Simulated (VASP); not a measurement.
# Ta4O (P4/mmm) in VASP: further runs

Runs on Ta4O. Level: LDA. Tasks: single point.

Program: VASP 6.6.1. These are calculated values, not measurements. Logs are shortened: lines on timing, memory, paths and dates and some standing lists are left out, and cuts for length are marked.

## Step 1: The cell of the first run

Symmetry: P4/mmm, No. 123, tetragonal system. Conventional cell: a = 3.257 Å, b = 3.257 Å, c = 7.409 Å, α = 90.00°, β = 90.00°, γ = 90.00°. Within 3.3 Å of Ta (site symmetry 4/mmm) lie 4 O at 2.30 Å and 12 Ta at 3.12 to 3.26 Å. Ta (site symmetry 4mm) has 1 O at 2.10 Å and 4 Ta at 2.81 Å within 2.9 Å. Ta (site symmetry 4/mmm) has 14 Ta at 2.81 to 3.70 Å within 3.8 Å. Within 2.8 Å of O (site symmetry 4/mmm) lie 6 Ta at 2.10 to 2.30 Å.

## Step 2: Single point, LDA

Input file INCAR:

```
PREC     = Accurate       # precision mode
ENCUT    = 520            # plane-wave cutoff, eV
EDIFF    = 1E-7           # SCF threshold, eV
ISMEAR   = -1             # smearing method
SIGMA    = 0.1            # smearing width, eV
LREAL    = False          # projectors in reciprocal space
LASPH    = True           # aspherical terms in the spheres
NELM     = 80             # most SCF steps
ALGO     = Normal         # electronic algorithm
ISIF     = 2              # what is computed and relaxed
LWAVE    = False          # write WAVECAR
LCHARG   = False          # write CHGCAR
GGA      = CA             # functional
NBANDS   = 33             # bands
```

Input file KPOINTS:

```
regular mesh
0
Gamma
  7 7 3
```

Input file POSCAR:

```
Ta4O
1.0
    3.2575000000      0.0000000000      0.0000000000
    0.0000000000      3.2575000000      0.0000000000
    0.0000000000      0.0000000000      7.4093400000
Ta O
4 1
Direct
    0.0000000000      0.0000000000      0.5000000000
    0.5000000000      0.5000000000      0.7831600000
    0.5000000000      0.5000000000      0.2168400000
    0.0000000000      0.0000000000      0.0000000000
    0.5000000000      0.5000000000      0.5000000000
```

Potentials or basis: VASP PAW LDA potentials, release 64 (Ta_pv, O).

Launch:

```bash
$ cat potpaw_LDA.64/Ta_pv/POTCAR potpaw_LDA.64/O/POTCAR > POTCAR
$ mpirun -np 1 vasp_std > vasp.out
```

OUTCAR:

```text
PREC = Accurate
   ENCUT = 520
   EDIFF = 1E-7
   ISMEAR = -1
   LREAL = False
   LASPH = True
   NELM = 80
   ISIF = 2
   GGA = CA

 ion  position               nearest neighbor table
   1  0.000  0.000  0.500-   5 2.30   5 2.30   5 2.30   5 2.30   3 3.12   3 3.12   2 3.12   3 3.12
                             2 3.12   2 3.12   3 3.12   2 3.12
   2  0.500  0.500  0.783-   5 2.10   4 2.81   4 2.81   4 2.81   4 2.81   1 3.12   1 3.12   1 3.12
                             1 3.12   3 3.21
   3  0.500  0.500  0.217-   5 2.10   4 2.81   4 2.81   4 2.81   4 2.81   1 3.12   1 3.12   1 3.12
                             1 3.12   2 3.21
   4  0.000  0.000  0.000-   2 2.81   3 2.81   2 2.81   3 2.81   2 2.81   3 2.81   2 2.81   3 2.81

   5  0.500  0.500  0.500-   2 2.10   3 2.10   1 2.30   1 2.30   1 2.30   1 2.30

  LATTYP: Found a simple tetragonal cell.
 ALAT       =     3.2575000000
 C/A-ratio  =     2.2745479662

  Lattice vectors:

 A1 = (   3.2575000000,   0.0000000000,   0.0000000000)
 A2 = (   0.0000000000,   3.2575000000,   0.0000000000)
 A3 = (   0.0000000000,   0.0000000000,   7.4093400000)

Analysis of symmetry for initial positions (statically):
=====================================================================
 Subroutine PRICEL returns:
 Original cell was already a primitive cell.

 Routine SETGRP: Setting up the symmetry group for a
 simple tetragonal supercell.

 Subroutine GETGRP returns: Found 16 space group operations
 (whereof 16 operations were pure point group operations)
 out of a pool of 16 trial point group operations.

The static configuration has the point symmetry D_4h.

Analysis of symmetry for dynamics (positions and initial velocities):
=====================================================================
 Subroutine PRICEL returns:
 Original cell was already a primitive cell.

 Routine SETGRP: Setting up the symmetry group for a
 simple tetragonal supercell.

 Subroutine GETGRP returns: Found 16 space group operations
 (whereof 16 operations were pure point group operations)
 out of a pool of 16 trial point group operations.

The dynamic configuration has the point symmetry D_4h.

 Subroutine INISYM returns: Found 16 space group operations
 (whereof 16 operations are pure point group operations),
 and found     1 'primitive' translations

----------------------------------------------------------------------------------------

                                     Primitive cell

  volume of cell :      78.6228

  direct lattice vectors                    reciprocal lattice vectors
     3.257500000  0.000000000  0.000000000     0.306983883  0.000000000  0.000000000
     0.000000000  3.257500000  0.000000000     0.000000000  0.306983883  0.000000000
     0.000000000  0.000000000  7.409340000     0.000000000  0.000000000  0.134964788

  length of vectors
     3.257500000  3.257500000  7.409340000     0.306983883  0.306983883  0.134964788

  position of ions in fractional coordinates (direct lattice)
     0.000000000  0.000000000  0.500000000
     0.500000000  0.500000000  0.783160000
     0.500000000  0.500000000  0.216840000
     0.000000000  0.000000000  0.000000000
     0.500000000  0.500000000  0.500000000

  ion indices of the primitive-cell ions
   primitive index   ion index
                 1           1
                 2           2
                 3           3
                 4           4
                 5           5

----------------------------------------------------------------------------------------

 KPOINTS: regular mesh

Automatic generation of k-mesh.
 Grid dimensions read from file:
 generate k-points for:    7    7    3

 Generating k-lattice:

  Cartesian coordinates                     Fractional coordinates (reciprocal lattice)
     0.043854840  0.000000000  0.000000000     0.142857143  0.000000000  0.000000000
     0.000000000  0.043854840  0.000000000     0.000000000  0.142857143  0.000000000
     0.000000000  0.000000000  0.044988263     0.000000000  0.000000000  0.333333333

  Length of vectors
     0.043854840  0.043854840  0.044988263

  Shift w.r.t. Gamma in fractional coordinates (k-lattice)
     0.000000000  0.000000000  0.000000000

 Subroutine IBZKPT returns following result:
 ===========================================

 Found     20 irreducible k-points:

 Following reciprocal coordinates:
            Coordinates               Weight
  0.000000  0.000000  0.000000      1.000000
  0.142857  0.000000  0.000000      4.000000
  0.285714  0.000000  0.000000      4.000000
  0.428571  0.000000  0.000000      4.000000
  0.142857  0.142857  0.000000      4.000000
  0.285714  0.142857  0.000000      8.000000
[... 12 lines left out ...]
  0.428571  0.285714  0.333333     16.000000
  0.428571  0.428571  0.333333      8.000000
   k-points           NKPTS =     20   k-points in BZ     NKDIM =     20   number of bands    NBANDS=     33
[... 36 lines left out ...]
     AMIX     =   0.40;   BMIX     =  1.00
     AMIX_MAG =   1.60;   BMIX_MAG =  1.00
  volume/ion in A,a.u.               =      15.72       106.11
  Fermi-wavevector in a.u.,A,eV,Ry     =   1.407825  2.660404 26.966360  1.981972
  Thomas-Fermi vector in A             =   2.530045
   LORBIT       =      0    0 simple, 1 ext, 2 COOP (PROOUT), +10 PAW based schemes
   GGA     = CA    functional components
   LHFCALC =     F    Hartree Fock is set to
   AEXX    =    0.0000 exact exchange contribution
   IVDW    =     0    specifies the selected vdW correction
   LEPSILON=     F    determine dielectric tensor
   LRPA    =     F    only Hartree local field effects (RPA)
 non-spin polarized calculation
  energy-cutoff  :      520.00
  volume of cell :       78.62
 maximum number of plane-waves:      2138
   NGX = 13   NGY = 13   NGZ = 27

 number of electron      50.0000004 magnetization

 Free energy of the ion-electron system (eV)
  ---------------------------------------------------
  ext. energy  EPLUGINS =         0.00000000
  ---------------------------------------------------
  free energy    TOTEN  =       -60.23741304 eV

  energy without entropy =      -60.16934468  energy(sigma->0) =      -60.20337886

 E-fermi :   6.2444     XC(G=0): -12.8108

 val. band max:        6.1992893089   @ k =   0.2857   0.2857   0.0000
 cond. band min:       6.2713261083   @ k =   0.4286   0.0000   0.3333
 fundamental gap:      0.0720367994
 Fermi energy:         6.2444105369

 k-point     1 :       0.0000    0.0000    0.0000
  band No.  band energies     occupation
      1     -29.1019      2.00000
      2     -29.1019      2.00000
      3     -28.7311      2.00000
      4     -28.1734      2.00000
      5     -28.0521      2.00000
      6     -27.8375      2.00000
[... 25 lines left out ...]
     32       7.9467      0.00000
     33       8.6785      0.00000

 k-point     2 :       0.1429    0.0000    0.0000
  band No.  band energies     occupation
      1     -29.1752      2.00000
      2     -29.0934      2.00000
      3     -28.7204      2.00000
      4     -28.1991      2.00000
      5     -28.0697      2.00000
      6     -27.8419      2.00000
[... 25 lines left out ...]
     32       8.7104      0.00000
     33       9.4625      0.00000

 k-point     3 :       0.2857    0.0000    0.0000
  band No.  band energies     occupation
      1     -29.3309      2.00000
      2     -29.0744      2.00000
      3     -28.7049      2.00000
      4     -28.2490      2.00000
      5     -28.1060      2.00000
      6     -27.8797      2.00000
[... 25 lines left out ...]
     32       8.9720      0.00000
     33       9.8938      0.00000

 k-point     4 :       0.4286    0.0000    0.0000
  band No.  band energies     occupation
      1     -29.4486      2.00000
      2     -29.0591      2.00000
      3     -28.7052      2.00000
      4     -28.2795      2.00000
      5     -28.1170      2.00000
      6     -27.9490      2.00000
[... 529 lines left out ...]
     32       9.7235      0.00000
     33      10.1917      0.00000

 k-point    19 :       0.4286    0.2857    0.3333
  band No.  band energies     occupation
      1     -29.3736      2.00000
      2     -29.2379      2.00000
      3     -28.6517      2.00000
      4     -28.2231      2.00000
      5     -28.0677      2.00000
      6     -28.0202      2.00000
[... 25 lines left out ...]
     32      10.2050      0.00000
     33      10.2280      0.00000

 k-point    20 :       0.4286    0.4286    0.3333
  band No.  band energies     occupation
      1     -29.3377      2.00000
      2     -29.3298      2.00000
      3     -28.6252      2.00000
      4     -28.1799      2.00000
      5     -28.1518      2.00000
      6     -28.0447      2.00000
[... 25 lines left out ...]
     32      10.4443      0.00000
     33      10.5060      0.00000

------------------------ aborting loop because EDIFF is reached ----------------------------------------

  FORCE on cell =-STRESS in cart. coord.  units (eV):
  Direction    XX          YY          ZZ          XY          YZ          ZX
  --------------------------------------------------------------------------------------
  -------------------------------------------------------------------------------------
  Total       -6.1191756     -6.1191756     -6.2086762      0.0000000      0.0000000      0.0000000
  in kB     -124.6967483   -124.6967483   -126.5205940      0.0000000      0.0000000      0.0000000
  external PRESSURE =    -125.3046969 kB  Pullay stress =       0.0000000 kB

 VOLUME and BASIS-vectors are now :
 -----------------------------------------------------------------------------
  energy-cutoff  :      520.00
  volume of cell :       78.62
      direct lattice vectors                 reciprocal lattice vectors
     3.257500000  0.000000000  0.000000000     0.306983883  0.000000000  0.000000000
     0.000000000  3.257500000  0.000000000     0.000000000  0.306983883  0.000000000
     0.000000000  0.000000000  7.409340000     0.000000000  0.000000000  0.134964788

 POSITION                                       TOTAL-FORCE (eV/Angst)
 -----------------------------------------------------------------------------------
      0.00000      0.00000      3.70467         0.000000     -0.000000     -0.000000
      1.62875      1.62875      5.80270         0.000000      0.000000     -0.043015
      1.62875      1.62875      1.60664         0.000000     -0.000000      0.043015
      0.00000      0.00000      0.00000         0.000000     -0.000000     -0.000000
      1.62875      1.62875      3.70467         0.000000     -0.000000     -0.000000
 -----------------------------------------------------------------------------------
    total drift:                                0.000000     -0.000000      0.000000

  FREE ENERGIE OF THE ION-ELECTRON SYSTEM (eV)
  ---------------------------------------------------
  free  energy   TOTEN  =       -60.2374130421 eV

  energy  without entropy=      -60.1693446809  energy(sigma->0) =      -60.20337886
```

Wall time 61 s (1 thread of Intel Xeon 8259CL, shared host); peak memory 0.18 GiB.

Results:

- Free energy: -60.2374 eV
- Pressure: -12.5 GPa
- Largest force: 0.043 eV/Å
- Band gap on the k mesh: zero (bands 25 and 26 overlap by 0.65 eV)

Forces on the atoms (eV/Å):
```
Ta   0.000  0.000  0.000
Ta   0.000  0.000 -0.043
Ta   0.000  0.000  0.043
Ta   0.000  0.000  0.000
O    0.000  0.000  0.000
```

Caveat: the cell stands under tension; spin-orbit coupling is left out, which moves the levels of the heavy elements.

## Step 3: Single point, LDA

This run uses another cell than the first one, of 16.14 Å³/atom.

Input file INCAR:

```
ALGO = Normal
EDIFF = 1E-6
ENCUT = 520
ISIF = 2
ISMEAR = -1
LASPH = True
LCHARG = True
LELF = True
LREAL = False
LVHAR = True
LWAVE = False
NBANDS = 33
NELM = 80
PREC = Accurate
SIGMA = 0.1
```

Input file KPOINTS:

```
k-points
0
Gamma
  7 7 3
```

POSCAR: that of step 2 with these lines changed.

```diff
@@ -2,5 +2,5 @@
 1.0
-    3.2575000000      0.0000000000      0.0000000000
-    0.0000000000      3.2575000000      0.0000000000
-    0.0000000000      0.0000000000      7.4093400000
+    3.2862019194      0.0000000000      0.0000000000
+    0.0000000000      3.2862019194      0.0000000000
+    0.0000000000      0.0000000000      7.4746238925
 Ta O
```

Potentials or basis: VASP PAW LDA potentials, release 64 (Ta_pv, O).

Launch:

```bash
$ cat potpaw_LDA.64/Ta_pv/POTCAR potpaw_LDA.64/O/POTCAR > POTCAR
$ mpirun -np 1 vasp_std > vasp.out
```

It took 52 s on 1 thread of Intel Xeon 8259CL, shared host; peak memory 0.18 GiB.

The run converged. Its results:

```yaml
Free_energy: -60.0421 eV
Pressure: -17.4 GPa
Largest_force: 0.089 eV/Å
Band_gap_on_the_k_mesh: zero (bands 25 and 26 overlap by 0.63 eV)
```

Forces in eV/Å, atoms in the order of the input:
```
Ta   0.000  0.000  0.000
Ta   0.000  0.000 -0.089
Ta   0.000  0.000  0.089
Ta   0.000  0.000  0.000
O    0.000  0.000  0.000
```

Stress tensor (GPa, compression positive):
```
-16.96   0.00   0.00
  0.00 -16.96   0.00
  0.00   0.00 -18.22
```

Levels at points of the mesh, in eV from the Fermi level:
```tsv
k point	band 23	band 24	band 25	band 26	band 27	band 28
(0.00, 0.00, 0.00)	-0.41	-0.41	-0.23	0.46	1.03	1.03
```

Caveat: the cell stands under tension; spin-orbit coupling is left out, which moves the levels of the heavy elements.

## Step 4: Single point, LDA

This run uses another cell than the first one, of 16.56 Å³/atom.

Input file INCAR:

```
SYSTEM = Ta4O
PREC     = Accurate       ! precision mode
ENCUT    = 520            ! plane-wave cutoff, eV
EDIFF    = 1E-6           ! SCF threshold, eV
ISMEAR   = -1             ! smearing method
SIGMA    = 0.1            ! smearing width, eV
LREAL    = .False.        ! projectors in reciprocal space
LASPH    = .True.         ! aspherical terms in the spheres
NELM     = 100            ! most SCF steps
ALGO     = Normal         ! electronic algorithm
ISIF     = 2              ! what is computed and relaxed
LWAVE    = .False.        ! write WAVECAR
LCHARG   = .False.        ! write CHGCAR
NBANDS   = 33             ! bands
```

Input file KPOINTS:

```
regular mesh
0
Gamma
  7 7 3
  0 0 0
```

POSCAR: that of step 3 with these lines changed.

```diff
@@ -2,5 +2,5 @@
 1.0
-    3.2862019194      0.0000000000      0.0000000000
-    0.0000000000      3.2862019194      0.0000000000
-    0.0000000000      0.0000000000      7.4746238925
+    3.3144110410      0.0000000000      0.0000000000
+    0.0000000000      3.3144110410      0.0000000000
+    0.0000000000      0.0000000000      7.5387868925
 Ta O
```

Launch:

```bash
$ cat potpaw_LDA.64/Ta_pv/POTCAR potpaw_LDA.64/O/POTCAR > POTCAR
$ mpirun -np 1 vasp_std > vasp.out
```

Wall time 74 s (1 thread of Intel Xeon 8259CL, shared host); peak memory 0.19 GiB.

The run converged. Its results:

| Property | Result |
| --- | --- |
| Free energy | -59.7879 eV |
| Pressure | -21.5 GPa |
| Largest force | 0.125 eV/Å |
| Band gap on the k mesh | zero (bands 25 and 26 overlap by 0.62 eV) |

Forces in eV/Å, atoms in the order of the input:
```
Ta   0.000  0.000  0.000
Ta   0.000  0.000 -0.125
Ta   0.000  0.000  0.125
Ta   0.000  0.000  0.000
O    0.000  0.000  0.000
```

Stress tensor (GPa, compression positive):
```
-20.82   0.00   0.00
  0.00 -20.82   0.00
  0.00   0.00 -22.98
```

Levels at points of the mesh, in eV from the Fermi level:
```csv
k point,band 21,band 22,band 23,band 24,band 25,band 26,band 27,band 28,band 29,band 30
"(0.00, 0.00, 0.00)",-2.38,-1.36,-0.38,-0.38,-0.31,0.45,1.00,1.00,1.20,1.50
```

Caveat: the cell stands under tension; spin-orbit coupling is left out, which moves the levels of the heavy elements.

## Step 5: Single point, LDA

This run uses another cell than the first one, of 16.98 Å³/atom.

Input file INCAR:

```
PREC     = Accurate       # precision mode
ENCUT    = 520            # plane-wave cutoff, eV
EDIFF    = 1E-6           # SCF threshold, eV
ISMEAR   = -1             # smearing method
SIGMA    = 0.1            # smearing width, eV
LREAL    = False          # projectors in reciprocal space
LASPH    = True           # aspherical terms in the spheres
NELM     = 100            # most SCF steps
ALGO     = Normal         # electronic algorithm
ISIF     = 2              # what is computed and relaxed
LWAVE    = False          # write WAVECAR
LCHARG   = False          # write CHGCAR
NBANDS   = 33             # bands
```

Input file KPOINTS:

```
Automatic mesh
0
Gamma
  7 7 3
```

POSCAR: that of step 4 with these lines changed.

```diff
@@ -2,5 +2,5 @@
 1.0
-    3.3144110410      0.0000000000      0.0000000000
-    0.0000000000      3.3144110410      0.0000000000
-    0.0000000000      0.0000000000      7.5387868925
+    3.3421479878      0.0000000000      0.0000000000
+    0.0000000000      3.3421479878      0.0000000000
+    0.0000000000      0.0000000000      7.6018759084
 Ta O
```

Launch:

```bash
$ cat potpaw_LDA.64/Ta_pv/POTCAR potpaw_LDA.64/O/POTCAR > POTCAR
$ mpirun -np 1 vasp_std > vasp.out
```

It took 80 s on 1 thread of Intel Xeon 8259CL, shared host; peak memory 0.2 GiB.

It converged, with:

```
Free energy            : -59.4831 eV
Pressure               : -25.1 GPa
Largest force          : 0.151 eV/Å
Band gap on the k mesh : zero (bands 25 and 26 overlap by 0.60 eV)
```

Forces on the atoms (eV/Å):
```
Ta   0.000  0.000  0.000
Ta   0.000  0.000 -0.151
Ta   0.000  0.000  0.151
Ta   0.000  0.000  0.000
O    0.000  0.000  0.000
```

Stress tensor (GPa, compression positive):
```
-24.16   0.00   0.00
  0.00 -24.16   0.00
  0.00   0.00 -27.04
```

Levels at points of the mesh, in eV from the Fermi level:
```csv
k point,band 23,band 24,band 25,band 26,band 27,band 28
"(0.00, 0.00, 0.00)",-0.39,-0.36,-0.36,0.45,0.97,0.97
```

Caveat: the cell stands under tension; spin-orbit coupling is left out, which moves the levels of the heavy elements.

## Step 6: The runs side by side

| cell | gap on the mesh (eV) | pressure (GPa) | largest force (eV/Å) |
| --- | --- | --- | --- |
| a = 3.257, b = 3.257, c = 7.409 Å, 5 atoms | none | -12.5 | 0.04 |
| a = 3.286, b = 3.286, c = 7.475 Å, 5 atoms | none | -17.4 | 0.09 |
| a = 3.314, b = 3.314, c = 7.539 Å, 5 atoms | none | -21.5 | 0.12 |
| a = 3.342, b = 3.342, c = 7.602 Å, 5 atoms | none | -25.1 | 0.15 |

Alike in all rows: task single point; level LDA; potentials or basis VASP PAW LDA potentials, release 64 (Ta_pv, O); no spin polarisation; k mesh 7 × 7 × 3; cutoff (eV) 520; smearing fermi-dirac 0.1 eV.

Caveats: the cell stands under tension; spin-orbit coupling is left out, which moves the levels of the heavy elements.

Total energies depend on the potentials used, so only differences within one code and one set of settings carry meaning.
